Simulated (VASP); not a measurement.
Here is a VASP 6.6.1 calculation.

File INCAR:

```
SYSTEM = CaB3Sb3
PREC     = Accurate       ! precision mode
ENCUT    = 520            ! plane-wave cutoff, eV
EDIFF    = 1E-6           ! SCF threshold, eV
ISMEAR   = 0              ! smearing method
SIGMA    = 0.1            ! smearing width, eV
LREAL    = .FALSE.        ! projectors in reciprocal space
LASPH    = .TRUE.         ! aspherical terms in the spheres
NELM     = 100            ! most SCF steps
ALGO     = Normal         ! electronic algorithm
ISIF     = 2              ! what is computed and relaxed
LWAVE    = .FALSE.        ! write WAVECAR
LCHARG   = .FALSE.        ! write CHGCAR
GGA      = PE             ! functional
NBANDS   = 26             ! bands
```

File KPOINTS:

```
Automatic mesh
0
G
  4 4 4
  0 0 0
```

POSCAR

```
CaB3Sb3
1.0
    5.1864642100      0.0000000000      0.0000000000
    0.0000000000      5.1864642100      0.0000000000
    0.0000000000      0.0000000000      5.1864642100
Ca B Sb
1 3 3
Direct
    0.5000000000      0.5000000000      0.5000000000
    0.5000000000      0.5000000000      0.0000000000
    0.0000000000      0.5000000000      0.5000000000
    0.5000000000      0.0000000000      0.5000000000
    0.5000000000      0.0000000000      0.0000000000
    0.0000000000      0.5000000000      0.0000000000
    0.0000000000      0.0000000000      0.5000000000
```

Potentials or basis: VASP PAW PBE potentials, release 64 (Ca_sv, B, Sb).

The run is started by

```console
$ cat potpaw_PBE.64/Ca_sv/POTCAR potpaw_PBE.64/B/POTCAR potpaw_PBE.64/Sb/POTCAR > POTCAR
$ mpirun -np 1 vasp_std > vasp.out
```

Question: What does it give for the pressure?

Answer: -1.2 GPa.

Question: What does it give for the band gap on the k mesh?

Answer: Zero (band 17 reaches 7.06 eV, above the bottom of band 18 at 5.77 eV).

Caveat: spin-orbit coupling is left out, which moves the levels of the heavy elements.
